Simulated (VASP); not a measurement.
NbTe, 2 atoms in the cell. It takes space group Fm-3m (No. 225, cubic). Conventional cell: a = 5.911 Å, b = 5.911 Å, c = 5.911 Å, α = 90.00°, β = 90.00°, γ = 90.00°. Nb (site symmetry m-3m) has 6 Te at 2.96 Å within 3.9 Å. Te (site symmetry m-3m) has 6 Nb at 2.96 Å within 3.9 Å. 

- Program: VASP 6.6.1
- Task: single point
- Functional: r2SCAN
- Potentials or basis: VASP PAW PBE potentials, release 64 (Nb_sv, Te)
- Cutoff: 520 eV
- k mesh: 10 × 10 × 10
- Occupations: gaussian, width 0.05 eV
- Spin: no spin polarisation
- Dipole correction: no
- Further INCAR settings: ALGO = Normal; EDIFF = 1e-06; NBANDS = 16

Potentials or basis: VASP PAW PBE potentials, release 64 (Nb_sv, Te).

Launch:

```console
$ cat potpaw_PBE.64/Nb_sv/POTCAR potpaw_PBE.64/Te/POTCAR > POTCAR
$ cp INCAR.step1 INCAR
$ mpirun -np 1 vasp_std > vasp.out
$ cp INCAR.step2 INCAR
$ mpirun -np 1 vasp_std > vasp.out
```

Hardware: 1 thread of AMD EPYC 7R43 64-Core Processor (Zen 3) (shared host).

**Question.** Estimate the wall time of this run.

**Answer.** Wall time 3.8 min on 1 thread of AMD EPYC 7R43 64-Core Processor (Zen 3), with other jobs on the host, peak memory 0.17 GiB. Counts: k points 47.
